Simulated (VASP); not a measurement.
Crystal: HfO2.

```
Hf O
1.0
     0.00000    2.55750    2.55750
     2.55750    0.00000    2.55750
     2.55750    2.55750    0.00000
Hf O
1 2
Direct
  0.00000 0.00000 0.00000
  0.25000 0.25000 0.25000
  0.75000 0.75000 0.75000
```

- Program: VASP 6.6.1
- Task: relaxation of cell and atoms
- Functional: PBEsol
- Potentials or basis: VASP PAW PBE potentials, release 64 (Hf_pv, O)
- Cutoff: 600 eV
- k mesh: 5 × 5 × 5
- Occupations: gaussian, width 0.01 eV
- Spin: no spin polarisation

At the start: pressure -13.7 GPa; volume 11.15 Å³/atom.

Q: Where does the relaxation end?

A: Over 3 steps the energy falls by 28.0 meV/atom and the volume is 10.55 Å³/atom (-5.4 %); space group Fm-3m (No. 225, to 0.05 Å).

The path:
```csv
step,energy change (eV),largest force (eV/Å),pressure (GPa),volume (Å³)
1,0.0000,0.0000,-13.75,33.46
2,0.1213,0.0000,27.65,29.03
3,-0.0839,0.0000,-0.34,31.64
```

Final structure:
```
Hf O
1.0
     0.00000    2.51031    2.51031
     2.51031    0.00000    2.51031
     2.51031    2.51031    0.00000
Hf O
1 2
Cartesian
  0.0000 0.0000 0.0000
  1.2552 1.2552 1.2552
  3.7655 3.7655 3.7655
```

Caveat: the k points lie up to 0.43 Å⁻¹ apart in the final cell; the PAW data sets were made with another functional, which shifts forces and pressure a little.
